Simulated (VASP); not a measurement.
# B (Pmmn) in VASP: relaxation of cell and atoms with PBE

Aim: the relaxation of cell and atoms of B with PBE.

All numbers are computed with VASP 6.6.1; they aren't measurements. Logs are shortened: lines on timing, memory, paths and dates and some standing lists are left out, and cuts for length are marked.

## (1) The cell of the first run

Symmetry: Pmmn, No. 59, orthorhombic system. The conventional cell has a = 1.624 Å, b = 2.865 Å, c = 3.929 Å, α = 90.00°, β = 90.00°, γ = 90.00°. Within 2.2 Å of B (site symmetry mm2) lie 6 B at 1.62 to 1.86 Å.

## (2) Relaxation of cell and atoms, PBE

INCAR

```
SYSTEM = B
PREC     = Accurate       ! precision mode
ENCUT    = 600            ! plane-wave cutoff, eV
EDIFF    = 1E-6           ! SCF threshold, eV
ISMEAR   = 0              ! smearing method
SIGMA    = 0.1            ! smearing width, eV
LREAL    = .False.        ! projectors in reciprocal space
LASPH    = .True.         ! aspherical terms in the spheres
NELM     = 100            ! most SCF steps
ALGO     = Normal         ! electronic algorithm
ISIF     = 3              ! what is computed and relaxed
LWAVE    = .False.        ! write WAVECAR
LCHARG   = .False.        ! write CHGCAR
GGA      = PE             ! functional
IBRION   = 2              ! ionic algorithm
NSW      = 100            ! ionic steps
EDIFFG   = -0.01          ! ionic threshold
```

KPOINTS

```
regular mesh
0
Gamma
  34 20 14
  0 0 0
```

POSCAR

```
B
1.0
    1.6237862771      0.0000000000      0.0000000000
    0.0000000000      2.8646527180      0.0000000000
    0.0000000000      0.0000000000      3.9290936921
B
2
Direct
    0.0000000000      0.0000000000      0.8905036484
    0.5000000000      0.5000000000      0.1094963516
```

Potentials or basis: VASP PAW PBE potentials, release 64 (B).

Started as:

```console
> cat potpaw_PBE.64/B/POTCAR > POTCAR
> mpirun -np 1 vasp_std > vasp.out
```

OUTCAR:

```text
SYSTEM = B
   PREC = Accurate
   ENCUT = 600
   EDIFF = 1E-6
   ISMEAR = 0
   LREAL = .False.
   LASPH = .True.
   NELM = 100
   ISIF = 3
   GGA = PE
   IBRION = 2
   NSW = 100
   EDIFFG = -0.01

 ion  position               nearest neighbor table
   1  0.000  0.000  0.891-   2 1.86   2 1.86   2 1.86   2 1.86
   2  0.500  0.500  0.109-   1 1.86   1 1.86   1 1.86   1 1.86

  LATTYP: Found a simple orthorhombic cell.
 ALAT       =     1.6237862771
 B/A-ratio  =     1.7641808891
 C/A-ratio  =     2.4197111082

  Lattice vectors:

 A1 = (   1.6237862771,   0.0000000000,   0.0000000000)
 A2 = (   0.0000000000,   2.8646527180,   0.0000000000)
 A3 = (   0.0000000000,   0.0000000000,   3.9290936921)

Analysis of symmetry for initial positions (statically):
=====================================================================
 Subroutine PRICEL returns:
 Original cell was already a primitive cell.

 Routine SETGRP: Setting up the symmetry group for a
 simple orthorhombic supercell.

 Subroutine GETGRP returns: Found  8 space group operations
 (whereof  4 operations were pure point group operations)
 out of a pool of  8 trial point group operations.

The static configuration has the point symmetry C_2v.
 The point group associated with its full space group is D_2h.

Analysis of symmetry for dynamics (positions and initial velocities):
=====================================================================
 Subroutine PRICEL returns:
 Original cell was already a primitive cell.

 Routine SETGRP: Setting up the symmetry group for a
 simple orthorhombic supercell.

 Subroutine GETGRP returns: Found  8 space group operations
 (whereof  4 operations were pure point group operations)
 out of a pool of  8 trial point group operations.

The dynamic configuration has the point symmetry C_2v.
 The point group associated with its full space group is D_2h.

 Subroutine INISYM returns: Found  8 space group operations
 (whereof  4 operations are pure point group operations),
 and found     1 'primitive' translations

----------------------------------------------------------------------------------------

                                     Primitive cell

  volume of cell :      18.2765

  direct lattice vectors                    reciprocal lattice vectors
     1.623786277  0.000000000  0.000000000     0.615844594  0.000000000  0.000000000
     0.000000000  2.864652718  0.000000000     0.000000000  0.349082454  0.000000000
     0.000000000  0.000000000  3.929093692     0.000000000  0.000000000  0.254511620

  length of vectors
     1.623786277  2.864652718  3.929093692     0.615844594  0.349082454  0.254511620

  position of ions in fractional coordinates (direct lattice)
     0.000000000  0.000000000  0.890503648
     0.500000000  0.500000000  0.109496352

  ion indices of the primitive-cell ions
   primitive index   ion index
                 1           1
                 2           2

----------------------------------------------------------------------------------------

 KPOINTS: regular mesh

Automatic generation of k-mesh.
 Grid dimensions read from file:
 generate k-points for:   34   20   14

 Generating k-lattice:

  Cartesian coordinates                     Fractional coordinates (reciprocal lattice)
     0.018113076  0.000000000  0.000000000     0.029411765  0.000000000  0.000000000
     0.000000000  0.017454123  0.000000000     0.000000000  0.050000000  0.000000000
     0.000000000  0.000000000  0.018179401     0.000000000  0.000000000  0.071428571

  Length of vectors
     0.018113076  0.017454123  0.018179401

  Shift w.r.t. Gamma in fractional coordinates (k-lattice)
     0.000000000  0.000000000  0.000000000

 Subroutine IBZKPT returns following result:
 ===========================================

 Found   1584 irreducible k-points:

 Following reciprocal coordinates:
            Coordinates               Weight
  0.000000  0.000000  0.000000      1.000000
  0.029412  0.000000  0.000000      2.000000
  0.058824  0.000000  0.000000      2.000000
  0.088235  0.000000  0.000000      2.000000
  0.117647  0.000000  0.000000      2.000000
  0.147059  0.000000  0.000000      2.000000
[... 16 lines left out ...]
  0.117647  0.050000  0.000000      4.000000
  0.147059  0.050000  0.000000      4.000000
 [... further k-points ...]
   k-points           NKPTS =   1584   k-points in BZ     NKDIM =   1584   number of bands    NBANDS=      7
   number of dos      NEDOS =    301   number of ions     NIONS =      2
   total plane-waves  NPLWV =  10752
   dimension x,y,z NGX =    14 NGY =   24 NGZ =   32
   dimension x,y,z NGXF=    28 NGYF=   48 NGZF=   64
   ions per type =               2
   NGX,Y,Z   is equivalent  to a cutoff of  14.33, 13.93, 13.54 a.u.
   NGXF,Y,Z  is equivalent  to a cutoff of  28.67, 27.86, 27.08 a.u.
 SYSTEM =  B
   PREC   = accura    normal or accurate (medium, high low for compatibility)
   ISTART =      0    job   : 0-new  1-cont  2-samecut
   ICHARG =      2    charge: 1-file 2-atom 10-const
   ISPIN  =      1    spin polarized calculation?
   LNONCOLLINEAR =      F non collinear calculations
   LSORBIT =      F    spin-orbit coupling
   LASPH  =      T    aspherical Exc in radial PAW
   ENCUT  =  600.0 eV  44.10 Ry    6.64 a.u.   3.24  5.72  7.85*2*pi/ulx,y,z
   NELM   =    100;   NELMIN=  2; NELMDL= -5     # of ELM steps
   EDIFF  = 0.1E-05   stopping-criterion for ELM
   LREAL  =      F    real-space projection
   EDIFFG = -.1E-01   stopping-criterion for IOM
   NSW    =    100    number of steps for IOM
   IBRION =      2    ionic relax: 0-MD 1-quasi-New 2-CG
   NFREE  =      1    steps in history (QN), initial steepest desc. (CG)
   ISIF   =      3    stress and relaxation
   ISYM   =      2    0-nonsym 1-usesym 2-fastsym
   POTIM  = 0.5000    time-step for ionic-motion
   TEBEG  =    0.0;   TEEND  =   0.0 temperature during run
   PSTRESS=    0.0 pullay stress
   NELECT =       6.0000    total number of electrons
   NUPDOWN=      -1.0000    fix difference up-down
   EMIN   =  10.00;   EMAX   =-10.00  energy-range for DOS
   EFERMI =   0.00;   METHOD = LEGACY
   ISMEAR =     0;   SIGMA  =   0.10  broadening in eV -4-tet -1-fermi 0-gaus
   EFERMI_NEDOS =   21; number of points for ismear=-14 and -15
   IALGO  =     38    algorithm
   IMIX   =      4    mixing-type and parameters
     AMIX     =   0.40;   BMIX     =  1.00
     AMIX_MAG =   1.60;   BMIX_MAG =  1.00
  volume/ion in A,a.u.               =       9.14        61.67
  Fermi-wavevector in a.u.,A,eV,Ry     =   1.129347  2.134157 17.353214  1.275425
  Thomas-Fermi vector in A             =   2.266040
   LORBIT       =      0    0 simple, 1 ext, 2 COOP (PROOUT), +10 PAW based schemes
   GGA     = PE    functional components
   LHFCALC =     F    Hartree Fock is set to
   AEXX    =    0.0000 exact exchange contribution
   IVDW    =     0    specifies the selected vdW correction
   LEPSILON=     F    determine dielectric tensor
   LRPA    =     F    only Hartree local field effects (RPA)
 conjugate gradient relaxation of ions
 non-spin polarized calculation
 Gauss-broadening in eV      SIGMA  =   0.10
  energy-cutoff  :      600.00
  volume of cell :       18.28
 maximum number of plane-waves:       628
 NGX is ok and might be reduce to    14
   NGX =  7   NGY = 11   NGZ = 15

--------------------------------------- Ionic step        1  -------------------------------------------

 number of electron       6.0000000 magnetization

 Free energy of the ion-electron system (eV)
  ---------------------------------------------------
  ext. energy  EPLUGINS =         0.00000000
  ---------------------------------------------------
  free energy    TOTEN  =       -12.45988287 eV

  energy without entropy =      -12.45786902  energy(sigma->0) =      -12.45887595

------------------------ aborting loop because EDIFF is reached ----------------------------------------

  FORCE on cell =-STRESS in cart. coord.  units (eV):
  Direction    XX          YY          ZZ          XY          YZ          ZX
  --------------------------------------------------------------------------------------
  -------------------------------------------------------------------------------------
  Total        0.0162565      0.0098126     -0.0249690      0.0000000      0.0000000      0.0000000
  in kB        1.4250977      0.8602075     -2.1888622      0.0000000      0.0000000      0.0000000
  external PRESSURE =       0.0321477 kB  Pullay stress =       0.0000000 kB
[... 129 lines left out ...]
  energy  without entropy=      -12.4579433160  energy(sigma->0) =      -12.45893620

--------------------------------------- Ionic step        5  -------------------------------------------

 number of electron       6.0000000 magnetization

 Free energy of the ion-electron system (eV)
  ---------------------------------------------------
  ext. energy  EPLUGINS =         0.00000000
  ---------------------------------------------------
  free energy    TOTEN  =       -12.45994347 eV

  energy without entropy =      -12.45798633  energy(sigma->0) =      -12.45896490

 E-fermi :   4.3554     XC(G=0): -10.3003

 val. band max:        4.3548997056   @ k =   0.3235   0.3500   0.0000
 cond. band min:       4.3561326913   @ k =   0.2941   0.5000   0.2857
 fundamental gap:      0.0012329857
 Fermi energy:         4.3554112836

 k-point     1 :       0.0000    0.0000    0.0000
  band No.  band energies     occupation
      1     -11.7575      2.00000
      2      -1.5227      2.00000
      3      -0.9653      2.00000
      4       1.9736      2.00000
      5       7.3053      0.00000
      6      12.6290      0.00000
      7      15.7418      0.00000
[... 221 lines left out ...]
 k-point    24 :       0.1471    0.0500    0.0000
  band No.  band energies     occupation
      1     -10.8551      2.00000
      2      -0.6495      2.00000
      3      -0.0204      2.00000
      4       3.1650      2.00000
      5       7.7862      0.00000
      6      13.2548      0.00000
      7      16.6067      0.00000

 [... further k-points ...]
[... 5 lines left out ...]
  --------------------------------------------------------------------------------------
  -------------------------------------------------------------------------------------
  Total       -0.0008458     -0.0084493     -0.0076228      0.0000000      0.0000000      0.0000000
  in kB       -0.0742333     -0.7415746     -0.6690357      0.0000000      0.0000000      0.0000000
  external PRESSURE =      -0.4949479 kB  Pullay stress =       0.0000000 kB
[... 17 lines left out ...]
  FREE ENERGIE OF THE ION-ELECTRON SYSTEM (eV)
  ---------------------------------------------------
  free  energy   TOTEN  =       -12.4599434701 eV

  energy  without entropy=      -12.4579863275  energy(sigma->0) =      -12.45896490

 reached required accuracy - stopping structural energy minimisation
```

Wall time 2.8 min (1 thread of AMD EPYC 9R45 (Zen 5), shared host); peak memory 0.29 GiB.

Results:

```
Free energy                            : -12.4599 eV
Relaxed volume                         : 9.13 Å³/atom
Relaxed cell                           : a = 1.625 Å, b = 2.867 Å, c = 3.919 Å, α = 90.00°, β = 90.00°, γ = 90.00°
Space group after relaxing (to 0.05 Å) : Pmmn (No. 59)
Energy gained by relaxing              : 0.0 meV/atom
Ionic steps                            : 5
Pressure after relaxing                : 0.0 GPa
Largest force after relaxing           : 0.004 eV/Å
Band gap on the k mesh                 : zero (band 3 reaches 10.97 eV, above the bottom of band 4 at -0.14 eV)
```

Forces in eV/Å, atoms in the order of the input:
```
B    0.000  0.000 -0.004
B    0.000  0.000  0.004
```

Final structure:
```cif
data_structure
_symmetry_space_group_name_H-M 'P 1'
_symmetry_Int_Tables_number 1
_cell_length_a 1.6246
_cell_length_b 2.8668
_cell_length_c 3.9195
_cell_angle_alpha 90.000
_cell_angle_beta 90.000
_cell_angle_gamma 90.000
_cell_volume 18.25
loop_
_atom_site_label
_atom_site_type_symbol
_atom_site_fract_x
_atom_site_fract_y
_atom_site_fract_z
_atom_site_occupancy
B1 B 0.00000 0.00000 0.89106 1
B2 B 0.50000 0.50000 0.10894 1
```

Caveat: this functional lacks dispersion, which binds the layers, so the pressure and a relaxed spacing across them are unreliable.
